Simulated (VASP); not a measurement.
# Si (a cell with a defect) in VASP: notebook

Si (a cell with a defect) is run at these levels: PBE+D3(BJ); tasks: single point.

Program: VASP 6.6.1. These are calculated values, not measurements. Logs are shortened: lines on timing, memory, paths and dates and some standing lists are left out, and cuts for length are marked.

**1. The cell of the first run**

The cell holds a defect, 17 atoms: a = 7.679 Å, b = 7.679 Å, c = 7.679 Å, α = 60.00°, β = 60.00°, γ = 60.00°.

**2. Single point, PBE+D3(BJ)**

Input file INCAR:

```
PREC = Accurate
ENCUT = 520
EDIFF = 1E-6
ISMEAR = 0
SIGMA = 0.05
LREAL = Auto
LASPH = True
NELM = 100
ALGO = Normal
ISIF = 2
LWAVE = False
LCHARG = True
GGA = PE
IVDW = 12
LELF = True
LVHAR = True
NBANDS = 48
```

Input file KPOINTS:

```
Automatic mesh
0
Gamma
  2 2 2
```

Input file POSCAR:

```
Si
1.0
    0.0000000000      5.4300000000      5.4300000000
    5.4300000000      0.0000000000      5.4300000000
    5.4300000000      5.4300000000      0.0000000000
Si
17
Direct
   -0.0027332413      0.0110070902     -0.0057818600
    0.1146437385      0.1257522099      0.1336883057
   -0.0186304788      0.0064870166      0.5054608656
    0.1182323204      0.1471214549      0.6161562615
   -0.0027409761      0.4973400552     -0.0057759669
    0.1394656538      0.6395367403      0.0812864641
    0.0150238490      0.5150925414      0.4546157459
    0.1182302026      0.6182977901      0.6161690608
    0.4880602210     -0.0118613260      0.0354976059
    0.6256745856      0.1257515654      0.1336874770
    0.5064283610      0.0064896869      0.5054598527
    0.6129178637      0.1129823204      0.6609283610
    0.5109332413      0.4973417127     -0.0057768877
    0.6256722836      0.6147227440      0.1336919890
    0.5064219153      0.4814353591      0.5054639042
    0.6470558932      0.6182949355      0.6161641805
    0.2739949355      0.7740612339      0.6777085635
```

Potentials or basis: VASP PAW PBE potentials, release 64 (Si).

Run with:

```bash
$ cat potpaw_PBE.64/Si/POTCAR > POTCAR
$ mpirun -np 1 vasp_std > vasp.out
```

OUTCAR:

```text
PREC = Accurate
   ENCUT = 520
   EDIFF = 1E-6
   ISMEAR = 0
   LREAL = Auto
   LASPH = True
   NELM = 100
   ISIF = 2
   GGA = PE
   IVDW = 12
 IVDW          = 12

 ion  position               nearest neighbor table
   1  0.997  0.011  0.994-  10 2.33   2 2.33   6 2.34   4 2.37  17 3.02
   2  0.115  0.126  0.134-   3 2.33   5 2.33   1 2.33   9 2.35
   3  0.981  0.006  0.505-  12 2.32   2 2.33   8 2.44   4 2.44  17 2.57
   4  0.118  0.147  0.616-   7 2.32   1 2.37  17 2.38   3 2.44  11 2.44
   5  0.997  0.497  0.994-  14 2.33   2 2.33   6 2.34   8 2.37  17 3.02
   6  0.139  0.640  0.081-   7 2.34   5 2.34  13 2.34   1 2.34  17 2.53
   7  0.015  0.515  0.455-   8 2.32  16 2.32   4 2.32   6 2.34
   8  0.118  0.618  0.616-   7 2.32   5 2.37  17 2.38   3 2.44  15 2.44
   9  0.488  0.988  0.035-  14 2.35   2 2.35  10 2.35  12 2.35
  10  0.626  0.126  0.134-  11 2.33  13 2.33   1 2.33   9 2.35
  11  0.506  0.006  0.505-  12 2.32  10 2.33  16 2.44   4 2.44  17 2.57
  12  0.613  0.113  0.661-  11 2.32   3 2.32  15 2.32   9 2.35
  13  0.511  0.497  0.994-  14 2.33  10 2.33   6 2.34  16 2.37  17 3.02
  14  0.626  0.615  0.134-  15 2.33   5 2.33  13 2.33   9 2.35
  15  0.506  0.481  0.505-  12 2.32  14 2.33   8 2.44  16 2.44  17 2.57
  16  0.647  0.618  0.616-   7 2.32  13 2.37  17 2.38  15 2.44  11 2.44
  17  0.274  0.774  0.678-   4 2.38  16 2.38   8 2.38   6 2.53  11 2.57  15 2.57   3 2.57  13 3.02
                             1 3.02   5 3.02

  LATTYP: Found a face centered cubic cell.
 ALAT       =    10.8600000000

  Lattice vectors:

 A1 = (   0.0000000000,   5.4300000000,   5.4300000000)
 A2 = (   5.4300000000,   0.0000000000,   5.4300000000)
 A3 = (   5.4300000000,   5.4300000000,   0.0000000000)

Analysis of symmetry for initial positions (statically):
=====================================================================
 Subroutine PRICEL returns:
 Original cell was already a primitive cell.

 Routine SETGRP: Setting up the symmetry group for a
 face centered cubic supercell.

 Subroutine GETGRP returns: Found  1 space group operations
 (whereof  1 operations were pure point group operations)
 out of a pool of 48 trial point group operations.

The static configuration has the point symmetry C_1 .

Analysis of symmetry for dynamics (positions and initial velocities):
=====================================================================
 Subroutine PRICEL returns:
 Original cell was already a primitive cell.

 Routine SETGRP: Setting up the symmetry group for a
 face centered cubic supercell.

 Subroutine GETGRP returns: Found  1 space group operations
 (whereof  1 operations were pure point group operations)
 out of a pool of 48 trial point group operations.

The dynamic configuration has the point symmetry C_1 .

 Subroutine INISYM returns: Found  1 space group operations
 (whereof  1 operations are pure point group operations),
 and found     1 'primitive' translations

----------------------------------------------------------------------------------------

                                     Primitive cell

  volume of cell :     320.2060

  direct lattice vectors                    reciprocal lattice vectors
     0.000000000  5.430000000  5.430000000    -0.092081031  0.092081031  0.092081031
     5.430000000  0.000000000  5.430000000     0.092081031 -0.092081031  0.092081031
     5.430000000  5.430000000  0.000000000     0.092081031  0.092081031 -0.092081031

  length of vectors
     7.679179644  7.679179644  7.679179644     0.159489025  0.159489025  0.159489025

  position of ions in fractional coordinates (direct lattice)
     0.997266759  0.011007090  0.994218140
     0.114643738  0.125752210  0.133688306
     0.981369521  0.006487017  0.505460866
     0.118232320  0.147121455  0.616156262
     0.997259024  0.497340055  0.994224033
     0.139465654  0.639536740  0.081286464
[... 9 lines left out ...]
     0.647055893  0.618294936  0.616164181
     0.273994935  0.774061234  0.677708563

  ion indices of the primitive-cell ions
   primitive index   ion index
                 1           1
                 2           2
                 3           3
                 4           4
                 5           5
                 6           6
[... 9 lines left out ...]
                16          16
                17          17

----------------------------------------------------------------------------------------

 KPOINTS: Automatic mesh

Automatic generation of k-mesh.
 Grid dimensions read from file:
 generate k-points for:    2    2    2

 Generating k-lattice:

  Cartesian coordinates                     Fractional coordinates (reciprocal lattice)
    -0.046040516  0.046040516  0.046040516     0.500000000  0.000000000  0.000000000
     0.046040516 -0.046040516  0.046040516     0.000000000  0.500000000  0.000000000
     0.046040516  0.046040516 -0.046040516     0.000000000  0.000000000  0.500000000

  Length of vectors
     0.079744512  0.079744512  0.079744512

  Shift w.r.t. Gamma in fractional coordinates (k-lattice)
     0.000000000  0.000000000  0.000000000

 Subroutine IBZKPT returns following result:
 ===========================================

 Found      8 irreducible k-points:

 Following reciprocal coordinates:
            Coordinates               Weight
  0.000000  0.000000  0.000000      1.000000
  0.500000  0.000000  0.000000      1.000000
  0.000000  0.500000  0.000000      1.000000
  0.000000  0.000000  0.500000      1.000000
  0.500000  0.500000  0.500000      1.000000
  0.500000  0.500000  0.000000      1.000000
  0.000000  0.500000  0.500000      1.000000
  0.500000  0.000000  0.500000      1.000000
   k-points           NKPTS =      8   k-points in BZ     NKDIM =      8   number of bands    NBANDS=     48
   number of dos      NEDOS =    301   number of ions     NIONS =     17
   total plane-waves  NPLWV = 216000
   dimension x,y,z NGX =    60 NGY =   60 NGZ =   60
   dimension x,y,z NGXF=   120 NGYF=  120 NGZF=  120
   ions per type =              17
   NGX,Y,Z   is equivalent  to a cutoff of  12.99, 12.99, 12.99 a.u.
   NGXF,Y,Z  is equivalent  to a cutoff of  25.98, 25.98, 25.98 a.u.
 SYSTEM =  unknown system
   PREC   = accura    normal or accurate (medium, high low for compatibility)
   ISTART =      0    job   : 0-new  1-cont  2-samecut
   ICHARG =      2    charge: 1-file 2-atom 10-const
   ISPIN  =      1    spin polarized calculation?
   LNONCOLLINEAR =      F non collinear calculations
   LSORBIT =      F    spin-orbit coupling
   LASPH  =      T    aspherical Exc in radial PAW
   ENCUT  =  520.0 eV  38.22 Ry    6.18 a.u.  14.28 14.28 14.28*2*pi/ulx,y,z
   NELM   =    100;   NELMIN=  2; NELMDL= -5     # of ELM steps
   EDIFF  = 0.1E-05   stopping-criterion for ELM
   LREAL  =      T    real-space projection
   EDIFFG = 0.1E-04   stopping-criterion for IOM
   NSW    =      0    number of steps for IOM
   IBRION =     -1    ionic relax: 0-MD 1-quasi-New 2-CG
   NFREE  =      0    steps in history (QN), initial steepest desc. (CG)
   ISIF   =      2    stress and relaxation
   ISYM   =      2    0-nonsym 1-usesym 2-fastsym
   POTIM  = 0.5000    time-step for ionic-motion
   TEBEG  =    0.0;   TEEND  =   0.0 temperature during run
   PSTRESS=    0.0 pullay stress
   NELECT =      68.0000    total number of electrons
   NUPDOWN=      -1.0000    fix difference up-down
   EMIN   =  10.00;   EMAX   =-10.00  energy-range for DOS
   EFERMI =   0.00;   METHOD = LEGACY
   ISMEAR =     0;   SIGMA  =   0.05  broadening in eV -4-tet -1-fermi 0-gaus
   EFERMI_NEDOS =   21; number of points for ismear=-14 and -15
   IALGO  =     38    algorithm
   IMIX   =      4    mixing-type and parameters
     AMIX     =   0.40;   BMIX     =  1.00
     AMIX_MAG =   1.60;   BMIX_MAG =  1.00
  volume/ion in A,a.u.               =      18.84       127.11
  Fermi-wavevector in a.u.,A,eV,Ry     =   0.976715  1.845724 12.979587  0.953973
  Thomas-Fermi vector in A             =   2.107356
   LORBIT       =      0    0 simple, 1 ext, 2 COOP (PROOUT), +10 PAW based schemes
   GGA     = PE    functional components
   LHFCALC =     F    Hartree Fock is set to
   AEXX    =    0.0000 exact exchange contribution
   IVDW    =    12    specifies the selected vdW correction
   LEPSILON=     F    determine dielectric tensor
   LRPA    =     F    only Hartree local field effects (RPA)
 non-spin polarized calculation
 Gauss-broadening in eV      SIGMA  =   0.05
  energy-cutoff  :      520.00
  volume of cell :      320.21
 maximum number of plane-waves:      8646
 NGX is ok and might be reduce to    60
   NGX = 29   NGY = 29   NGZ = 29

 number of electron      68.0000000 magnetization

 Free energy of the ion-electron system (eV)
  ---------------------------------------------------
  ext. energy  EPLUGINS =         0.00000000
  ---------------------------------------------------
  free energy    TOTEN  =       -87.79851151 eV

  energy without entropy =      -87.78856241  energy(sigma->0) =      -87.79353696

 E-fermi :   6.8526     XC(G=0):  -9.6869

 val. band max:        6.7620785866   @ k =   0.0000   0.0000   0.0000
 cond. band min:       6.8674695061   @ k =   0.5000   0.0000   0.5000
 fundamental gap:      0.1053909195
 Fermi energy:         6.8525876613

 k-point     1 :       0.0000    0.0000    0.0000
  band No.  band energies     occupation
      1      -6.2800      2.00000
      2      -3.8366      2.00000
      3      -3.6272      2.00000
      4      -3.6272      2.00000
      5      -3.4872      2.00000
      6      -2.7055      2.00000
[... 38 lines left out ...]
     45       8.2782      0.00000
     46       8.8728      0.00000

 k-point     2 :       0.5000    0.0000    0.0000
  band No.  band energies     occupation
      1      -5.8494      2.00000
      2      -4.9766      2.00000
      3      -3.5944      2.00000
      4      -3.4421      2.00000
      5      -3.2632      2.00000
      6      -2.9885      2.00000
[... 286 lines left out ...]
 k-point     8 :       0.5000    0.0000    0.5000
  band No.  band energies     occupation
      1      -5.7228      2.00000
      2      -4.7067      2.00000
      3      -4.0232      2.00000
      4      -3.8748      2.00000
      5      -3.8212      2.00000
      6      -3.6278      2.00000
[... 38 lines left out ...]
     45      10.1763      0.00000
     46      10.3987      0.00000
 [bands above 46 left out]

------------------------ aborting loop because EDIFF is reached ----------------------------------------

 Edisp (eV)   -5.64472

 E8    (eV) :    -2.3352

  FORCE on cell =-STRESS in cart. coord.  units (eV):
  Direction    XX          YY          ZZ          XY          YZ          ZX
  --------------------------------------------------------------------------------------
  -------------------------------------------------------------------------------------
  Total       3.86510     3.86597     3.86259    -1.01553     1.01506     1.01559
  in kB      19.33935    19.34368    19.32678    -5.08128     5.07893     5.08158
  external pressure =       19.34 kB  Pullay stress =        0.00 kB

 VOLUME and BASIS-vectors are now :
 -----------------------------------------------------------------------------
  energy-cutoff  :      520.00
  volume of cell :      320.21
      direct lattice vectors                 reciprocal lattice vectors
     0.000000000  5.430000000  5.430000000    -0.092081031  0.092081031  0.092081031
     5.430000000  0.000000000  5.430000000     0.092081031 -0.092081031  0.092081031
     5.430000000  5.430000000  0.000000000     0.092081031  0.092081031 -0.092081031

 POSITION                                       TOTAL-FORCE (eV/Angst)
 -----------------------------------------------------------------------------------
      5.45837     10.81376      5.47493        -0.013290     -0.003844      0.004292
      1.40876      1.34844      1.30535        -0.023334     -0.001037      0.022674
      2.77988      8.07349      5.36406        -0.042151      0.018087      0.042793
      4.14460      3.98773      1.44087        -0.022518     -0.016990      0.016647
      8.09919     10.81375      8.11567        -0.004108     -0.003761      0.013315
      3.91407      1.19868      4.22998         0.031543      0.031420     -0.030616
[... 9 lines left out ...]
      6.70311      6.85929      6.87085        -0.016930     -0.023124      0.016989
      7.88311      5.16775      5.69094         0.305074      0.304880     -0.305123
 -----------------------------------------------------------------------------------
    total drift:                               -0.000606     -0.001134     -0.000192

  FREE ENERGIE OF THE ION-ELECTRON SYSTEM (eV)
  ---------------------------------------------------
  free  energy   TOTEN  =       -93.4432267751 eV

  energy  without entropy=      -93.4332776706  energy(sigma->0) =      -93.43825222
```

Wall time 2.2 min (1 thread of Intel Xeon 6975P-C (Granite Rapids), shared host); peak memory 0.48 GiB.

What came out:

| Quantity | Value |
| --- | --- |
| Free energy | -93.4432 eV |
| Pressure | 1.9 GPa |
| Largest force | 0.528 eV/Å |
| Band gap on the k mesh | zero (band 34 reaches 6.87 eV, above the bottom of band 35 at 6.76 eV) |
| Dispersion energy per atom | -0.332 eV |

Forces in eV/Å, atoms in the order of the input:
```
Si  -0.013 -0.004  0.004
Si  -0.023 -0.001  0.023
Si  -0.042  0.018  0.043
Si  -0.023 -0.017  0.017
Si  -0.004 -0.004  0.013
Si   0.032  0.031 -0.031
Si   0.014  0.015 -0.015
Si  -0.017 -0.017  0.023
Si  -0.098 -0.099  0.098
Si  -0.023 -0.023  0.001
Si  -0.043 -0.042 -0.017
Si  -0.060 -0.060  0.060
Si  -0.004 -0.013  0.004
Si  -0.001 -0.023  0.023
Si   0.018 -0.042  0.043
Si  -0.017 -0.023  0.017
Si   0.305  0.305 -0.305
```

Caveat: the k points lie up to 0.50 Å⁻¹ apart.

**3. Single point, PBE+D3(BJ)**

Input file INCAR:

```
SYSTEM = Si
ALGO = Normal
EDIFF = 1E-6
ENCUT = 520
GGA = PE
ISIF = 2
ISMEAR = 0
IVDW = 12
LASPH = .True.
LCHARG = .False.
LREAL = Auto
LWAVE = .False.
NBANDS = 48
NELM = 80
PREC = Accurate
SIGMA = 0.05
```

Input file KPOINTS:

```
k-points
0
Gamma
  2 2 2
  0 0 0
```

Input file POSCAR:

```
Si
1.0
    0.0000000000      5.4300000000      5.4300000000
    5.4300000000      0.0000000000      5.4300000000
    5.4300000000      5.4300000000      0.0000000000
Si
17
Direct
   -0.0010874770      0.0102782689     -0.0085139963
    0.1134703499      0.1278239411      0.1309987109
   -0.0229087477      0.0070256906      0.5089444751
    0.1181575506      0.1434969613      0.6197604972
   -0.0010976980      0.4994376611     -0.0085107735
    0.1362775322      0.6368014733      0.0902244936
    0.0115317680      0.5120485267      0.4644623389
    0.1181576427      0.6186723757      0.6197662983
    0.4848664825     -0.0146033149      0.0444556169
    0.6272948435      0.1278254144      0.1309957643
    0.5065112339      0.0070246777      0.5089451197
    0.6093196133      0.1098376611      0.6710964088
    0.5097529466      0.4994418969     -0.0085120626
    0.6272906998      0.6140017495      0.1310034070
    0.5065103131      0.4776081031      0.5089447514
    0.6429790976      0.6186722836      0.6197636280
    0.3502360037      0.8507542357      0.4483450276
```

Potentials or basis: VASP PAW PBE potentials, release 64 (Si).

Run with:

```bash
$ cat potpaw_PBE.64/Si/POTCAR > POTCAR
$ mpirun -np 1 vasp_std > vasp.out
```

It took 2 min on 1 thread of Intel Xeon 6975P-C (Granite Rapids), shared host; peak memory 0.47 GiB.

It converged, with:

```yaml
Free_energy: -93.4408 eV
Pressure: 1.9 GPa
Largest_force: 0.537 eV/Å
Band_gap_on_the_k_mesh: zero (band 34 reaches 6.87 eV, above the bottom of band 35 at 6.76 eV)
Dispersion_energy_per_atom: -0.332 eV
```

Forces on the atoms (eV/Å):
```
Si   0.009  0.026 -0.025
Si   0.001  0.010 -0.001
Si   0.011  0.041 -0.011
Si  -0.016  0.037 -0.037
Si   0.025  0.026 -0.009
Si   0.084  0.082 -0.084
Si   0.073  0.073 -0.073
Si   0.036  0.036  0.016
Si  -0.026 -0.026  0.026
Si   0.001  0.001 -0.010
Si   0.011  0.011 -0.042
Si  -0.014 -0.014  0.014
Si   0.025  0.009 -0.026
Si   0.010  0.001 -0.001
Si   0.043  0.011 -0.011
Si   0.037 -0.015 -0.036
Si  -0.310 -0.310  0.310
```

Stress tensor (GPa, compression positive):
```
 1.92 -0.50  0.50
-0.50  1.92  0.50
 0.50  0.50  1.92
```

Levels at points of the mesh, in eV from the Fermi level:
```tsv
k point	band 32	band 33	band 34	band 35	band 36	band 37
(0.00, 0.00, 0.00)	-0.74	-0.74	-0.44	-0.09	-0.09	0.14
(0.50, 0.00, 0.00)	-1.41	-1.15	-0.18	0.21	0.80	0.86
(0.00, 0.50, 0.00)	-1.41	-1.15	-0.18	0.21	0.80	0.86
(0.00, 0.00, 0.50)	-1.35	-1.35	-0.29	0.42	0.42	1.13
(0.50, 0.50, 0.50)	-1.41	-1.15	-0.18	0.21	0.80	0.85
(0.50, 0.50, 0.00)	-1.80	-0.86	0.01	0.52	1.19	1.29
(0.00, 0.50, 0.50)	-1.80	-0.86	0.01	0.52	1.19	1.29
(0.50, 0.00, 0.50)	-1.80	-0.86	0.01	0.52	1.19	1.29
```

Caveat: the k points lie up to 0.50 Å⁻¹ apart.
